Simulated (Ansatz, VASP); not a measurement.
## One calculation of TiO2, two programs

```xyz
3
Lattice="0.0000 2.3968 2.3968 2.3968 0.0000 2.3968 2.3968 2.3968 0.0000" Properties=species:S:1:pos:R:3 pbc="T T T"
Ti    0.0000    0.0000    0.0000
O     1.1984    1.1984    1.1984
O     3.5952    3.5952    3.5952
```

Alike in both runs: task single point; functional PBE-based screened hybrid; k mesh 4 × 4 × 4; no spin polarisation.

|  | VASP | Ansatz |
| --- | --- | --- |
| version | VASP 6.6.1 | Ansatz 0.2.0 |
| potentials or method | VASP PAW PBE potentials, release 64 (Ti_sv, O) | plane waves |
| plane-wave cutoff (eV) | 520 | 420 |
| occupations | gaussian, width 0.01 eV | fixed |
| valence electrons in the cell | 24 | 24 |

Ansatz gave:

- gap on the k mesh at the Fermi level (eV): 3.25
- pressure (GPa): -8.8

Estimate VASP's values.

gap on the k mesh at the Fermi level (eV): 3.22; pressure (GPa): -7.8.

VASP's potentials were made for PBE, not for PBE-based screened hybrid. Ansatz's warnings: stress exchange threshold loose, stress scf threshold loose.

The k mesh is coarse, so the values compare programs but aren't converged.
